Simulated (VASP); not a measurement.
Crystal: KNd2Sb3.

```
CELL_PARAMETERS angstrom
4.17320 0.00000 0.00000
0.00000 4.41717 0.00000
0.00000 0.00000 12.35992
ATOMIC_POSITIONS crystal
K 0.50000 0.50000 0.31879
Nd 0.00000 0.50000 0.97914
Nd 0.00000 0.00000 0.65802
Sb 0.50000 0.00000 0.85898
Sb 0.50000 0.00000 0.09157
Sb 0.50000 0.50000 0.59349
```

The cell was generated, and may not be a known phase.

| Item | Value |
| --- | --- |
| Program | VASP 6.6.1 |
| Task | relaxation of cell and atoms |
| Functional | PBE |
| Potentials or basis | VASP PAW PBE potentials, release 64 (K_sv, Nd_3, Sb), 4f in core |
| Cutoff | 500 eV |
| k mesh | 4 × 4 × 2 |
| Occupations | gaussian, width 0.1 eV |
| Spin | no spin polarisation |

At the start: pressure 0.2 GPa; volume 37.97 Å³/atom.

Question: Where does the relaxation end?

Answer: Over 8 steps the energy falls by 5.2 meV/atom and the volume is 37.86 Å³/atom (-0.3 %); space group Pmm2 (No. 25, to 0.1 Å) before and after.

The path:
| step | energy change (eV) | largest force (eV/Å) | pressure (GPa) | volume (Å³) |
| --- | --- | --- | --- | --- |
| 1 | 0.0000 | 0.1802 | 0.18 | 227.84 |
| 2 | -0.0198 | 0.1025 | -0.16 | 229.20 |
| 3 | -0.0247 | 0.0918 | -0.42 | 230.25 |
| 4 | -0.0297 | 0.0740 | 0.05 | 227.03 |
| 5 | -0.0298 | 0.0732 | 0.00 | 227.37 |
| 6 | -0.0306 | 0.0572 | 0.01 | 227.21 |
| 7 | -0.0308 | 0.0449 | 0.02 | 227.09 |
| 8 | -0.0313 | 0.0347 | -0.01 | 227.19 |

Final structure:
```
K Nd Sb
1.0
     4.26835    0.00000    0.00000
     0.00000    4.35135    0.00000
     0.00000    0.00000   12.23198
K Nd Sb
1 2 3
Direct
  0.50000 0.50000 0.31659
  0.00000 0.50000 0.97916
  0.00000 0.00000 0.65813
  0.50000 0.00000 0.85778
  0.50000 0.00000 0.09400
  0.50000 0.50000 0.59433
```

Caveat: the k points lie up to 0.37 Å⁻¹ apart in the final cell.
